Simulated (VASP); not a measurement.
# Ru (P6_3/mmc) in VASP: a series of runs

Ru is run at these levels: PBEsol; tasks: single point.

All numbers are computed with VASP 6.6.1; they aren't measurements. Logs are shortened: lines on timing, memory, paths and dates and some standing lists are left out, and cuts for length are marked.

## Step 1: The cell of the first run

Symmetry: P6_3/mmc, No. 194, hexagonal system. Conventional cell: a = 2.730 Å, b = 2.730 Å, c = 4.457 Å, α = 90.00°, β = 90.00°, γ = 120.00°. Ru (site symmetry -6m2) has 12 Ru at 2.73 Å within 3.6 Å.

## Step 2: Single point, PBEsol (volume 14.387 Å^3 an atom, c/a of the conventional cell 1.6325)

INCAR

```
SYSTEM = Ru
  PREC = Accurate
  ENCUT = 520
  EDIFF = 1E-6
  ISMEAR = 0
  SIGMA = 0.15
  LREAL = .False.
  LASPH = .True.
  NELM = 80
  ALGO = Fast
  ISIF = 2
  LWAVE = .False.
  LCHARG = .False.
  GGA = PS
  NBANDS = 21
```

KPOINTS

```
Automatic mesh
0
Gamma
  21 21 12
  0 0 0
```

POSCAR

```
Ru
1.0
    2.7302692168      0.0000000000      0.0000000000
   -1.3651346084      2.3644825010      0.0000000000
    0.0000000000      0.0000000000      4.4571644965
Ru
2
Direct
    0.3333333333      0.6666666667      0.2500000000
    0.6666666667      0.3333333333      0.7500000000
```

Potentials or basis: VASP PAW PBE potentials, release 64 (Ru_pv).

Run with:

```
$ cat potpaw_PBE.64/Ru_pv/POTCAR > POTCAR
$ mpirun -np 1 vasp_std > vasp.out
```

OUTCAR:

```text
SYSTEM = Ru
   PREC = Accurate
   ENCUT = 520
   EDIFF = 1E-6
   ISMEAR = 0
   LREAL = .False.
   LASPH = .True.
   NELM = 80
   ISIF = 2
   GGA = PS

 ion  position               nearest neighbor table
   1  0.333  0.667  0.250-   2 2.73   2 2.73   2 2.73   2 2.73   2 2.73   2 2.73
   2  0.667  0.333  0.750-   1 2.73   1 2.73   1 2.73   1 2.73   1 2.73   1 2.73

  LATTYP: Found a hexagonal cell.
 ALAT       =     2.7302692168
 C/A-ratio  =     1.6325000000

  Lattice vectors:

 A1 = (   2.7302692168,   0.0000000000,   0.0000000000)
 A2 = (  -1.3651346084,   2.3644825010,   0.0000000000)
 A3 = (   0.0000000000,   0.0000000000,   4.4571644965)

Analysis of symmetry for initial positions (statically):
=====================================================================
 Subroutine PRICEL returns:
 Original cell was already a primitive cell.

 Routine SETGRP: Setting up the symmetry group for a
 hexagonal supercell.

 Subroutine GETGRP returns: Found 24 space group operations
 (whereof 12 operations were pure point group operations)
 out of a pool of 24 trial point group operations.

The static configuration has the point symmetry D_3d.
 The point group associated with its full space group is D_6h.

Analysis of symmetry for dynamics (positions and initial velocities):
=====================================================================
 Subroutine PRICEL returns:
 Original cell was already a primitive cell.

 Routine SETGRP: Setting up the symmetry group for a
 hexagonal supercell.

 Subroutine GETGRP returns: Found 24 space group operations
 (whereof 12 operations were pure point group operations)
 out of a pool of 24 trial point group operations.

The dynamic configuration has the point symmetry D_3d.
 The point group associated with its full space group is D_6h.

 Subroutine INISYM returns: Found 24 space group operations
 (whereof 12 operations are pure point group operations),
 and found     1 'primitive' translations

----------------------------------------------------------------------------------------

                                     Primitive cell

  volume of cell :      28.7740

  direct lattice vectors                    reciprocal lattice vectors
     2.730269217  0.000000000  0.000000000     0.366264247  0.211462762  0.000000000
    -1.365134608  2.364482501  0.000000000     0.000000000  0.422925524  0.000000000
     0.000000000  0.000000000  4.457164496     0.000000000  0.000000000  0.224357885

  length of vectors
     2.730269217  2.730269217  4.457164496     0.422925524  0.422925524  0.224357885

  position of ions in fractional coordinates (direct lattice)
     0.333333333  0.666666667  0.250000000
     0.666666667  0.333333333  0.750000000

  ion indices of the primitive-cell ions
   primitive index   ion index
                 1           1
                 2           2

----------------------------------------------------------------------------------------

 KPOINTS: Automatic mesh

Automatic generation of k-mesh.
 Grid dimensions read from file:
 generate k-points for:   21   21   12

 Generating k-lattice:

  Cartesian coordinates                     Fractional coordinates (reciprocal lattice)
     0.017441155  0.010069655  0.000000000     0.047619048  0.000000000  0.000000000
     0.000000000  0.020139311  0.000000000     0.000000000  0.047619048  0.000000000
     0.000000000  0.000000000  0.018696490     0.000000000  0.000000000  0.083333333

  Length of vectors
     0.020139311  0.020139311  0.018696490

  Shift w.r.t. Gamma in fractional coordinates (k-lattice)
     0.000000000  0.000000000  0.000000000

 Subroutine IBZKPT returns following result:
 ===========================================

 Found    336 irreducible k-points:

 Following reciprocal coordinates:
            Coordinates               Weight
  0.000000  0.000000  0.000000      1.000000
  0.047619  0.000000  0.000000      6.000000
  0.095238  0.000000  0.000000      6.000000
  0.142857  0.000000  0.000000      6.000000
  0.190476  0.000000  0.000000      6.000000
  0.238095 -0.000000  0.000000      6.000000
[... 16 lines left out ...]
  0.142857  0.095238  0.000000     12.000000
  0.190476  0.095238  0.000000     12.000000
 [... further k-points ...]
   k-points           NKPTS =    336   k-points in BZ     NKDIM =    336   number of bands    NBANDS=     21
   number of dos      NEDOS =    301   number of ions     NIONS =      2
   total plane-waves  NPLWV =  14400
   dimension x,y,z NGX =    20 NGY =   20 NGZ =   36
   dimension x,y,z NGXF=    40 NGYF=   40 NGZF=   72
   ions per type =               2
   NGX,Y,Z   is equivalent  to a cutoff of  12.18, 12.18, 13.43 a.u.
   NGXF,Y,Z  is equivalent  to a cutoff of  24.36, 24.36, 26.85 a.u.
 SYSTEM =  Ru
   PREC   = accura    normal or accurate (medium, high low for compatibility)
   ISTART =      0    job   : 0-new  1-cont  2-samecut
   ICHARG =      2    charge: 1-file 2-atom 10-const
   ISPIN  =      1    spin polarized calculation?
   LNONCOLLINEAR =      F non collinear calculations
   LSORBIT =      F    spin-orbit coupling
   LASPH  =      T    aspherical Exc in radial PAW
   ENCUT  =  520.0 eV  38.22 Ry    6.18 a.u.   5.08  5.08  8.29*2*pi/ulx,y,z
   NELM   =     80;   NELMIN=  2; NELMDL= -5     # of ELM steps
   EDIFF  = 0.1E-05   stopping-criterion for ELM
   LREAL  =      F    real-space projection
   EDIFFG = 0.1E-04   stopping-criterion for IOM
   NSW    =      0    number of steps for IOM
   IBRION =     -1    ionic relax: 0-MD 1-quasi-New 2-CG
   NFREE  =      0    steps in history (QN), initial steepest desc. (CG)
   ISIF   =      2    stress and relaxation
   ISYM   =      2    0-nonsym 1-usesym 2-fastsym
   POTIM  = 0.5000    time-step for ionic-motion
   TEBEG  =    0.0;   TEEND  =   0.0 temperature during run
   PSTRESS=    0.0 pullay stress
   NELECT =      28.0000    total number of electrons
   NUPDOWN=      -1.0000    fix difference up-down
   EMIN   =  10.00;   EMAX   =-10.00  energy-range for DOS
   EFERMI =   0.00;   METHOD = LEGACY
   ISMEAR =     0;   SIGMA  =   0.15  broadening in eV -4-tet -1-fermi 0-gaus
   EFERMI_NEDOS =   21; number of points for ismear=-14 and -15
   IALGO  =     68    algorithm
   IMIX   =      4    mixing-type and parameters
     AMIX     =   0.40;   BMIX     =  1.00
     AMIX_MAG =   1.60;   BMIX_MAG =  1.00
  volume/ion in A,a.u.               =      14.39        97.09
  Fermi-wavevector in a.u.,A,eV,Ry     =   1.622286  3.065676 35.807976  2.631812
  Thomas-Fermi vector in A             =   2.715924
   LORBIT       =      0    0 simple, 1 ext, 2 COOP (PROOUT), +10 PAW based schemes
   GGA     = PS    functional components
   LHFCALC =     F    Hartree Fock is set to
   AEXX    =    0.0000 exact exchange contribution
   IVDW    =     0    specifies the selected vdW correction
   LEPSILON=     F    determine dielectric tensor
   LRPA    =     F    only Hartree local field effects (RPA)
 non-spin polarized calculation
 RMM-DIIS sequential band-by-band and
 Gauss-broadening in eV      SIGMA  =   0.15
  energy-cutoff  :      520.00
  volume of cell :       28.77
 maximum number of plane-waves:       788
   NGX = 11   NGY = 11   NGZ = 17

 number of electron      28.0000001 magnetization

 Free energy of the ion-electron system (eV)
  ---------------------------------------------------
  ext. energy  EPLUGINS =         0.00000000
  ---------------------------------------------------
  free energy    TOTEN  =       -20.16107984 eV

  energy without entropy =      -20.14057332  energy(sigma->0) =      -20.15082658

 E-fermi :  11.6730     XC(G=0): -13.9255

 val. band max:       11.6666492464   @ k =   0.2381   0.0476   0.0833
 cond. band min:      11.6743123333   @ k =   0.2857  -0.0000   0.2500
 fundamental gap:      0.0076630870
 Fermi energy:        11.6729706059

 k-point     1 :       0.0000    0.0000    0.0000
  band No.  band energies     occupation
      1     -31.6852      2.00000
      2     -30.9148      2.00000
      3     -30.9148      2.00000
      4     -30.8020      2.00000
      5     -30.7944      2.00000
      6     -30.7944      2.00000
[... 13 lines left out ...]
     20      22.0231      0.00000
     21      22.0309      0.00000

 k-point     2 :       0.0476    0.0000    0.0000
  band No.  band energies     occupation
      1     -31.6789      2.00000
      2     -30.9300      2.00000
      3     -30.9196      2.00000
      4     -30.8101      2.00000
      5     -30.8044      2.00000
      6     -30.7967      2.00000
[... 13 lines left out ...]
     20      22.0227      0.00000
     21      22.0307      0.00000

 k-point     3 :       0.0952    0.0000    0.0000
  band No.  band energies     occupation
      1     -31.6600      2.00000
      2     -30.9741      2.00000
      3     -30.9336      2.00000
      4     -30.8556      2.00000
      5     -30.8117      2.00000
      6     -30.8038      2.00000
[... 13 lines left out ...]
     20      22.0227      0.00000
     21      22.0304      0.00000

 k-point     4 :       0.1429    0.0000    0.0000
  band No.  band energies     occupation
      1     -31.6296      2.00000
      2     -31.0433      2.00000
      3     -30.9550      2.00000
      4     -30.9261      2.00000
      5     -30.8241      2.00000
      6     -30.8152      2.00000
[... 13 lines left out ...]
     20      22.0226      0.00000
     21      22.0297      0.00000

 k-point     5 :       0.1905    0.0000    0.0000
  band No.  band energies     occupation
      1     -31.5892      2.00000
      2     -31.1315      2.00000
      3     -31.0143      2.00000
      4     -30.9817      2.00000
      5     -30.8415      2.00000
      6     -30.8302      2.00000
[... 13 lines left out ...]
     20      22.0225      0.00000
     21      22.0290      0.00000

 k-point     6 :       0.2381   -0.0000    0.0000
  band No.  band energies     occupation
      1     -31.5406      2.00000
      2     -31.2306      2.00000
      3     -31.1117      2.00000
      4     -31.0112      2.00000
      5     -30.8641      2.00000
      6     -30.8475      2.00000
[... 13 lines left out ...]
     20      22.0224      0.00000
     21      22.0283      0.00000

 k-point     7 :       0.2857   -0.0000    0.0000
  band No.  band energies     occupation
      1     -31.4864      2.00000
      2     -31.3318      2.00000
      3     -31.2095      2.00000
      4     -31.0408      2.00000
      5     -30.8916      2.00000
      6     -30.8656      2.00000
[... 13 lines left out ...]
     20      22.0233      0.00000
     21      24.2900      0.00000
[... 291 lines left out ...]
      1     -31.5759      2.00000
      2     -31.4392      2.00000
      3     -31.3083      2.00000
      4     -31.1200      2.00000
      5     -31.0025      2.00000
      6     -30.9215      2.00000
[... 13 lines left out ...]
     20      22.5139      0.00000
     21      24.4884      0.00000

 k-point    21 :       0.4762    0.0476    0.0000
  band No.  band energies     occupation
      1     -31.5906      2.00000
      2     -31.4525      2.00000
      3     -31.2931      2.00000
      4     -31.1245      2.00000
      5     -31.0137      2.00000
      6     -30.9245      2.00000
[... 13 lines left out ...]
     20      22.7803      0.00000
     21      24.2875      0.00000

 k-point    22 :       0.0952    0.0952    0.0000
  band No.  band energies     occupation
      1     -31.6120      2.00000
      2     -31.0699      2.00000
      3     -31.0088      2.00000
      4     -30.9271      2.00000
      5     -30.8315      2.00000
      6     -30.8311      2.00000
[... 13 lines left out ...]
     20      22.0225      0.00000
     21      22.0295      0.00000

 k-point    23 :       0.1429    0.0952    0.0000
  band No.  band energies     occupation
      1     -31.5724      2.00000
      2     -31.1450      2.00000
      3     -31.0822      2.00000
      4     -30.9652      2.00000
      5     -30.8524      2.00000
      6     -30.8491      2.00000
[... 13 lines left out ...]
     20      22.0224      0.00000
     21      22.0288      0.00000

 k-point    24 :       0.1905    0.0952    0.0000
  band No.  band energies     occupation
      1     -31.5248      2.00000
      2     -31.2344      2.00000
      3     -31.1614      2.00000
      4     -31.0065      2.00000
      5     -30.8748      2.00000
      6     -30.8718      2.00000
[... 13 lines left out ...]
     20      22.0226      0.00000
     21      22.0280      0.00000

 [... further k-points ...]

------------------------ aborting loop because EDIFF is reached ----------------------------------------

  FORCE on cell =-STRESS in cart. coord.  units (eV):
  Direction    XX          YY          ZZ          XY          YZ          ZX
  --------------------------------------------------------------------------------------
  -------------------------------------------------------------------------------------
  Total       -3.1690138     -3.1690138     -5.6624071      0.0000000     -0.0000000     -0.0000000
  in kB     -176.4552025   -176.4552026   -315.2908961      0.0000000     -0.0000000     -0.0000000
  external PRESSURE =    -222.7337671 kB  Pullay stress =       0.0000000 kB

 VOLUME and BASIS-vectors are now :
 -----------------------------------------------------------------------------
  energy-cutoff  :      520.00
  volume of cell :       28.77
      direct lattice vectors                 reciprocal lattice vectors
     2.730269217  0.000000000  0.000000000     0.366264247  0.211462762  0.000000000
    -1.365134608  2.364482501  0.000000000     0.000000000  0.422925524  0.000000000
     0.000000000  0.000000000  4.457164496     0.000000000  0.000000000  0.224357885

 POSITION                                       TOTAL-FORCE (eV/Angst)
 -----------------------------------------------------------------------------------
     -0.00000      1.57632      1.11429        -0.000000     -0.000000      0.000000
      1.36513      0.78816      3.34287         0.000000      0.000000      0.000000
 -----------------------------------------------------------------------------------
    total drift:                               -0.000000      0.000000     -0.000000

  FREE ENERGIE OF THE ION-ELECTRON SYSTEM (eV)
  ---------------------------------------------------
  free  energy   TOTEN  =       -20.1610798443 eV

  energy  without entropy=      -20.1405733236  energy(sigma->0) =      -20.15082658
```

Run time: 84 s. Hardware: 1 thread of Intel Xeon Platinum 8559C (Emerald Rapids), shared host; peak memory 0.26 GiB.

What came out:

```yaml
Free_energy: -20.1611 eV
Pressure: -22.3 GPa
Band_gap_on_the_k_mesh: zero (band 14 reaches 13.14 eV, above the bottom of band 15 at 10.31 eV)
```

Levels at points of the mesh, in eV from the Fermi level:
| k point | band 10 | band 11 | band 12 | band 13 | band 14 | band 15 | band 16 | band 17 | band 18 | band 19 |
| --- | --- | --- | --- | --- | --- | --- | --- | --- | --- | --- |
| (0.00, 0.00, 0.00) | -2.36 | -2.36 | -1.80 | -1.80 | -1.06 | -1.06 | 0.85 | 1.09 | 1.09 | 9.14 |
| (0.00, 0.00, 0.50) | -2.71 | -2.45 | -2.45 | -2.45 | -2.45 | 0.48 | 0.48 | 0.48 | 0.48 | 10.35 |

Caveat: the PAW data sets were made with another functional, which shifts forces and pressure a little.

(Continued in part 2 of 2.)
